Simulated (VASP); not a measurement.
ZnSe: single point with r2SCAN

The system is ZnSe.

```
Zn Se
1.0
     0.00000    2.60631    3.05958
     2.60631    0.00000    3.05958
     2.60631    2.60631    0.00000
Zn Se
1 1
Direct
  0.00000 0.00000 0.00000
  0.75000 0.75000 0.75000
```

This cell differs from its parent crystal: strain -0.080 along x and y, +0.080 along z.

```json
{
  "Program": "VASP 6.6.1",
  "Task": "single point",
  "Functional": "r2SCAN",
  "Potentials or basis": "VASP PAW PBE potentials, release 64 (Zn, Se)",
  "Cutoff": "520 eV",
  "k mesh": "8 × 8 × 8",
  "Occupations": "gaussian, width 0.05 eV",
  "Spin": "no spin polarisation",
  "Dipole correction": "no",
  "Further INCAR settings": "ALGO = Normal; EDIFF = 1e-06; NBANDS = 16"
}
```

```
Pressure               : 6.6 GPa
Band gap on the k mesh : 1.85 eV
```

Stress tensor (GPa, compression positive):
```
9.30 0.00 0.00
0.00 9.30 0.00
0.00 0.00 1.34
```

Levels at points of the mesh, in eV from the valence-band top:
```csv
k point,band 7,band 8,band 9,band 10,band 11,band 12
"(0.00, 0.00, 0.00)",-0.89,0.00,0.00,1.85,6.17,6.17
"(0.50, 0.00, 0.00)",-6.07,-1.85,-0.67,2.52,6.49,7.38
"(0.50, 0.50, 0.00)",-6.07,-2.11,-2.11,3.61,4.69,10.71
"(0.50, 0.00, 0.50)",-5.06,-3.24,-2.88,2.62,3.11,10.75
```

Wall time 3.1 min on 1 thread of Intel Xeon 8259CL (shared host), peak memory 0.19 GiB.

Caveat: the cell differs from its parent crystal (strain -0.080 along x and y, +0.080 along z); the stress differs along the axes, from 1 to 9 GPa; the PAW data sets were made with another functional, which shifts forces and pressure a little.
